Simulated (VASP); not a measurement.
# MgO (CsCl type) (Pm-3m) in VASP: a series of runs

Runs on MgO (CsCl type). Level: PBE. Tasks: single point, relaxation of cell and atoms.

All numbers are computed with VASP 6.6.1; they aren't measurements. Logs are shortened: lines on timing, memory, paths and dates and some standing lists are left out, and cuts for length are marked.

## 1. The cell of the first run

Symmetry: Pm-3m, No. 221, cubic system. Conventional cell: a = 2.245 Å, b = 2.245 Å, c = 2.245 Å, α = 90.00°, β = 90.00°, γ = 90.00°. Within 2.6 Å of Mg (site symmetry m-3m) lie 8 O at 1.94 Å and 6 Mg at 2.24 Å. O (site symmetry m-3m) has 8 Mg at 1.94 Å and 6 O at 2.24 Å within 2.6 Å.

## 2. Single point, PBE

INCAR

```
PREC = Accurate
ENCUT = 600
EDIFF = 1E-6
ISMEAR = 0
SIGMA = 0.01
LREAL = F
LASPH = T
NELM = 120
ALGO = Normal
ISIF = 2
LWAVE = F
LCHARG = T
GGA = PE
LELF = T
LVHAR = T
NBANDS = 11
GGA_COMPAT = F
```

KPOINTS

```
Automatic mesh
0
Gamma
  8 8 8
```

POSCAR

```
MgO
1.0
    2.2445468059      0.0000000000      0.0000000000
    0.0000000000      2.2445468059      0.0000000000
    0.0000000000      0.0000000000      2.2445468059
Mg O
1 1
Direct
    0.0000000000      0.0000000000      0.0000000000
    0.5000000000      0.5000000000      0.5000000000
```

Potentials or basis: VASP PAW PBE potentials, release 64 (Mg, O).

Run with:

```console
> cat potpaw_PBE.64/Mg/POTCAR potpaw_PBE.64/O/POTCAR > POTCAR
> mpirun -np 1 vasp_std > vasp.out
```

OUTCAR:

```text
PREC = Accurate
   ENCUT = 600
   EDIFF = 1E-6
   ISMEAR = 0
   LREAL = F
   LASPH = T
   NELM = 120
   ISIF = 2
   GGA = PE

 ion  position               nearest neighbor table
   1  0.000  0.000  0.000-   2 1.94   2 1.94   2 1.94   2 1.94   2 1.94   2 1.94   2 1.94   2 1.94

   2  0.500  0.500  0.500-   1 1.94   1 1.94   1 1.94   1 1.94   1 1.94   1 1.94   1 1.94   1 1.94

  LATTYP: Found a simple cubic cell.
 ALAT       =     2.2445468059

  Lattice vectors:

 A1 = (   2.2445468059,   0.0000000000,   0.0000000000)
 A2 = (   0.0000000000,   2.2445468059,   0.0000000000)
 A3 = (   0.0000000000,   0.0000000000,   2.2445468059)

Analysis of symmetry for initial positions (statically):
=====================================================================
 Subroutine PRICEL returns:
 Original cell was already a primitive cell.

 Routine SETGRP: Setting up the symmetry group for a
 simple cubic supercell.

 Subroutine GETGRP returns: Found 48 space group operations
 (whereof 48 operations were pure point group operations)
 out of a pool of 48 trial point group operations.

The static configuration has the point symmetry O_h .

Analysis of symmetry for dynamics (positions and initial velocities):
=====================================================================
 Subroutine PRICEL returns:
 Original cell was already a primitive cell.

 Routine SETGRP: Setting up the symmetry group for a
 simple cubic supercell.

 Subroutine GETGRP returns: Found 48 space group operations
 (whereof 48 operations were pure point group operations)
 out of a pool of 48 trial point group operations.

The dynamic configuration has the point symmetry O_h .

 Subroutine INISYM returns: Found 48 space group operations
 (whereof 48 operations are pure point group operations),
 and found     1 'primitive' translations

----------------------------------------------------------------------------------------

                                     Primitive cell

  volume of cell :      11.3080

  direct lattice vectors                    reciprocal lattice vectors
     2.244546806  0.000000000  0.000000000     0.445524236  0.000000000  0.000000000
     0.000000000  2.244546806  0.000000000     0.000000000  0.445524236  0.000000000
[... 90 lines left out ...]
   NFREE  =      0    steps in history (QN), initial steepest desc. (CG)
   ISIF   =      2    stress and relaxation
   ISYM   =      2    0-nonsym 1-usesym 2-fastsym
   POTIM  = 0.5000    time-step for ionic-motion
   TEBEG  =    0.0;   TEEND  =   0.0 temperature during run
   PSTRESS=    0.0 pullay stress
   NELECT =       8.0000    total number of electrons
   NUPDOWN=      -1.0000    fix difference up-down
   EMIN   =  10.00;   EMAX   =-10.00  energy-range for DOS
   EFERMI =   0.00;   METHOD = LEGACY
   ISMEAR =     0;   SIGMA  =   0.01  broadening in eV -4-tet -1-fermi 0-gaus
   EFERMI_NEDOS =   21; number of points for ismear=-14 and -15
   IALGO  =     38    algorithm
   IMIX   =      4    mixing-type and parameters
     AMIX     =   0.40;   BMIX     =  1.00
     AMIX_MAG =   1.60;   BMIX_MAG =  1.00
  volume/ion in A,a.u.               =       5.65        38.16
  Fermi-wavevector in a.u.,A,eV,Ry     =   1.458734  2.756608 28.951911  2.127905
  Thomas-Fermi vector in A             =   2.575384
   LORBIT       =      0    0 simple, 1 ext, 2 COOP (PROOUT), +10 PAW based schemes
   GGA     = PE    functional components
   LHFCALC =     F    Hartree Fock is set to
   AEXX    =    0.0000 exact exchange contribution
   IVDW    =     0    specifies the selected vdW correction
   LEPSILON=     F    determine dielectric tensor
   LRPA    =     F    only Hartree local field effects (RPA)
 non-spin polarized calculation
 Gauss-broadening in eV      SIGMA  =   0.01
  energy-cutoff  :      600.00
  volume of cell :       11.31
 maximum number of plane-waves:       392
 NGX is ok and might be reduce to    18
   NGX =  9   NGY =  9   NGZ =  9

 number of electron       7.9999999 magnetization

 Free energy of the ion-electron system (eV)
  ---------------------------------------------------
  ext. energy  EPLUGINS =         0.00000000
  ---------------------------------------------------
  free energy    TOTEN  =        -7.37929157 eV

  energy without entropy =       -7.37929157  energy(sigma->0) =       -7.37929157

 E-fermi :  10.6841     XC(G=0): -13.8059

 val. band max:       10.6417765490   @ k =   0.5000   0.5000   0.0000
 cond. band min:      17.3874441495   @ k =   0.5000   0.5000   0.0000
 fundamental gap:      6.7456676005
 Fermi energy:        10.6840694231

 k-point     1 :       0.0000    0.0000    0.0000
  band No.  band energies     occupation
      1     -12.1239      2.00000
      2       8.9951      2.00000
      3       8.9951      2.00000
      4       8.9951      2.00000
      5      19.4822      0.00000
      6      21.5484      0.00000
      7      21.5484      0.00000
      8      40.4129      0.00000
      9      40.4129      0.00000
     10      40.4129      0.00000
     11      45.1457      0.00000
[... 309 lines left out ...]
 k-point    24 :       0.5000    0.3750    0.1250
  band No.  band energies     occupation
      1      -7.8330      2.00000
      2       2.7792      2.00000
      3       4.0457      2.00000
      4       9.3458      2.00000
      5      18.8518      0.00000
      6      26.6127      0.00000
      7      26.7066      0.00000
      8      30.4941      0.00000
      9      35.0810      0.00000
     10      35.0905      0.00000
     11      44.4823      0.00000

 [... further k-points ...]

------------------------ aborting loop because EDIFF is reached ----------------------------------------

  FORCE on cell =-STRESS in cart. coord.  units (eV):
  Direction    XX          YY          ZZ          XY          YZ          ZX
  --------------------------------------------------------------------------------------
  -------------------------------------------------------------------------------------
  Total       14.1630143     14.1630143     14.1630143      0.0000000      0.0000000      0.0000000
  in kB     2006.6899645   2006.6899645   2006.6899645      0.0000000      0.0000000      0.0000000
  external PRESSURE =    2006.6899645 kB  Pullay stress =       0.0000000 kB

 VOLUME and BASIS-vectors are now :
 -----------------------------------------------------------------------------
  energy-cutoff  :      600.00
  volume of cell :       11.31
      direct lattice vectors                 reciprocal lattice vectors
     2.244546806  0.000000000  0.000000000     0.445524236  0.000000000  0.000000000
     0.000000000  2.244546806  0.000000000     0.000000000  0.445524236  0.000000000
     0.000000000  0.000000000  2.244546806     0.000000000  0.000000000  0.445524236

 POSITION                                       TOTAL-FORCE (eV/Angst)
 -----------------------------------------------------------------------------------
      0.00000      0.00000      0.00000         0.000000      0.000000      0.000000
      1.12227      1.12227      1.12227         0.000000      0.000000      0.000000
 -----------------------------------------------------------------------------------
    total drift:                                0.000000     -0.000000      0.000000

  FREE ENERGIE OF THE ION-ELECTRON SYSTEM (eV)
  ---------------------------------------------------
  free  energy   TOTEN  =        -7.3792915747 eV

  energy  without entropy=       -7.3792915747  energy(sigma->0) =       -7.37929157
```

Run time: 4.9 s. Hardware: 1 thread of Intel Xeon 6975P-C (Granite Rapids), shared host; peak memory 0.12 GiB.

What came out:

- Free energy: -7.3793 eV
- Pressure: 200.7 GPa
- Band gap on the k mesh: 6.75 eV

Caveat: the cell stands under pressure.

## 3. Relaxation of cell and atoms, PBE, target pressure 200 GPa, at which the enthalpy is minimised

This run uses another cell than the first one, of 5.70 Å³/atom.

INCAR

```
SYSTEM = MgO
ALGO     = Normal         ! electronic algorithm
EDIFF    = 1E-7           ! SCF threshold, eV
EDIFFG   = -0.001         ! ionic threshold
ENCUT    = 600            ! plane-wave cutoff, eV
GGA      = PE             ! functional
GGA_COMPAT= .FALSE.      
IBRION   = 2              ! ionic algorithm
ISIF     = 3              ! what is computed and relaxed
ISMEAR   = 0              ! smearing method
LASPH    = .TRUE.         ! aspherical terms in the spheres
LCHARG   = .FALSE.        ! write CHGCAR
LREAL    = .FALSE.        ! projectors in reciprocal space
LWAVE    = .FALSE.        ! write WAVECAR
NELM     = 120            ! most SCF steps
NELMIN   = 4            
NSW      = 80             ! ionic steps
PREC     = Accurate       ! precision mode
PSTRESS  = 2000.0       
SIGMA    = 0.01           ! smearing width, eV
```

KPOINTS

```
k-points
0
G
  8 8 8
  0 0 0
```

POSCAR

```
MgO
1.0
    2.2500000000      0.0000000000      0.0000000000
    0.0000000000      2.2500000000      0.0000000000
    0.0000000000      0.0000000000      2.2500000000
Mg O
1 1
Direct
    0.0000000000      0.0000000000      0.0000000000
    0.5000000000      0.5000000000      0.5000000000
```

Potentials or basis: VASP PAW PBE potentials, release 64 (Mg, O).

Run with:

```console
> cat potpaw_PBE.64/Mg/POTCAR potpaw_PBE.64/O/POTCAR > POTCAR
> mpirun -np 1 vasp_std > vasp.out
```

OUTCAR:

```text
SYSTEM = MgO
   EDIFF = 1E-7
   EDIFFG = -0.001
   ENCUT = 600
   GGA = PE
   IBRION = 2
   ISIF = 3
   ISMEAR = 0
   LASPH = .TRUE.
   LREAL = .FALSE.
   NELM = 120
   NELMIN = 4
   NSW = 80
   PREC = Accurate
   PSTRESS = 2000.0

 ion  position               nearest neighbor table
   1  0.000  0.000  0.000-   2 1.95   2 1.95   2 1.95   2 1.95   2 1.95   2 1.95   2 1.95   2 1.95

   2  0.500  0.500  0.500-   1 1.95   1 1.95   1 1.95   1 1.95   1 1.95   1 1.95   1 1.95   1 1.95

  LATTYP: Found a simple cubic cell.
 ALAT       =     2.2500000000

  Lattice vectors:

 A1 = (   2.2500000000,   0.0000000000,   0.0000000000)
 A2 = (   0.0000000000,   2.2500000000,   0.0000000000)
 A3 = (   0.0000000000,   0.0000000000,   2.2500000000)

Analysis of symmetry for initial positions (statically):
=====================================================================
 Subroutine PRICEL returns:
 Original cell was already a primitive cell.

 Routine SETGRP: Setting up the symmetry group for a
 simple cubic supercell.

 Subroutine GETGRP returns: Found 48 space group operations
 (whereof 48 operations were pure point group operations)
 out of a pool of 48 trial point group operations.

The static configuration has the point symmetry O_h .

[... 170 lines left out ...]
  Total       13.8505580     13.8505580     13.8505580     -0.0000000      0.0000000     -0.0000000
  in kB     1948.1854599   1948.1854599   1948.1854599     -0.0000000      0.0000000     -0.0000000
  external PRESSURE =     -51.8145401 kB  Pullay stress =    2000.0000000 kB
[... 63 lines left out ...]
--------------------------------------- Ionic step        3  -------------------------------------------

 number of electron       7.9999999 magnetization

 Free energy of the ion-electron system (eV)
  ---------------------------------------------------
  ext. energy  EPLUGINS =         0.00000000
  ---------------------------------------------------
  free energy    TOTEN  =        -7.39187547 eV

  energy without entropy =       -7.39187547  energy(sigma->0) =       -7.39187547

 E-fermi :  10.7090     XC(G=0): -13.8009

 val. band max:       10.6289722778   @ k =   0.5000   0.5000   0.0000
 cond. band min:      17.3716576851   @ k =   0.5000   0.5000   0.0000
 fundamental gap:      6.7426854073
 Fermi energy:        10.7089618123

 k-point     1 :       0.0000    0.0000    0.0000
  band No.  band energies     occupation
      1     -12.1272      2.00000
      2       8.9836      2.00000
      3       8.9836      2.00000
      4       8.9836      2.00000
      5      19.4540      0.00000
      6      21.5361      0.00000
      7      21.5361      0.00000
      8      40.3798      0.00000
[... 243 lines left out ...]
 k-point    24 :       0.5000    0.3750    0.1250
  band No.  band energies     occupation
      1      -7.8410      2.00000
      2       2.7727      2.00000
      3       4.0381      2.00000
      4       9.3342      2.00000
      5      18.8351      0.00000
      6      26.5906      0.00000
      7      26.6829      0.00000
      8      30.4716      0.00000

 [... further k-points ...]

------------------------ aborting loop because EDIFF is reached ----------------------------------------

  FORCE on cell =-STRESS in cart. coord.  units (eV):
  Direction    XX          YY          ZZ          XY          YZ          ZX
  --------------------------------------------------------------------------------------
  -------------------------------------------------------------------------------------
  Total       14.1261587     14.1261587     14.1261587      0.0000000      0.0000000      0.0000000
  in kB     1999.7364015   1999.7364015   1999.7364015      0.0000000      0.0000000      0.0000000
  external PRESSURE =      -0.2635985 kB  Pullay stress =    2000.0000000 kB
[... 21 lines left out ...]
  energy  without entropy=       -7.3918754650  energy(sigma->0) =       -7.39187547

  enthalpy is  TOTEN    =         6.7361453427 eV   P V=       14.1280208077

 reached required accuracy - stopping structural energy minimisation
```

OSZICAR:

```text
N       E                     dE             d eps       ncg     rms          rms(c)
DAV:   1     0.191490501258E+02    0.19149E+02   -0.56867E+03   632   0.105E+03
DAV:   2    -0.944494713929E+01   -0.28594E+02   -0.28313E+02   712   0.169E+02
DAV:   3    -0.963820587300E+01   -0.19326E+00   -0.19326E+00   768   0.154E+01
[... 21 lines left out ...]
DAV:   3    -0.739195359150E+01    0.42694E-03   -0.23664E-03   640   0.467E-01    0.538E-02
DAV:   4    -0.739187744766E+01    0.76144E-04   -0.89226E-05   568   0.111E-01    0.113E-02
DAV:   5    -0.739187605879E+01    0.13889E-05   -0.81538E-06   584   0.239E-02    0.371E-03
DAV:   6    -0.739187542764E+01    0.63115E-06   -0.16758E-07   384   0.384E-03    0.401E-04
DAV:   7    -0.739187546503E+01   -0.37390E-07   -0.18767E-08   280   0.136E-03
   3 F= 0.67361453E+01 E0= 0.67361453E+01  d E =-.119412E-02
```

Run time: 9.5 s. Hardware: 1 thread of Intel Xeon 6975P-C (Granite Rapids), shared host; peak memory 0.12 GiB.

What came out:

```
Free energy                                                : -7.3919 eV
Relaxed volume                                             : 5.66 Å³/atom
Relaxed cell                                               : a = 2.245 Å, b = 2.245 Å, c = 2.245 Å, α = 90.00°, β = 90.00°, γ = 90.00°
Space group after relaxing (to 0.1 Å)                      : Pm-3m (No. 221)
Energy change on relaxing (the run minimises the enthalpy) : +44.9 meV/atom
Ionic steps                                                : 3
Pressure after relaxing                                    : 200.0 GPa
Band gap on the k mesh                                     : 6.74 eV
```

The path:
| step | energy change (eV) | largest force (eV/Å) | pressure (GPa) | volume (Å³) |
| --- | --- | --- | --- | --- |
| 1 | 0.0000 | 0.0000 | 194.82 | 11.39 |
| 2 | 0.3864 | 0.0000 | 217.00 | 11.09 |
| 3 | 0.0897 | 0.0000 | 199.97 | 11.32 |

Final structure:
```
Mg O
1.0
     2.24519    0.00000    0.00000
     0.00000    2.24519    0.00000
     0.00000    0.00000    2.24519
Mg O
1 1
Direct
  0.00000 0.00000 0.00000
  0.50000 0.50000 0.50000
```

Caveat: the cell is relaxed towards a set pressure, so the run minimises the enthalpy, not the energy.
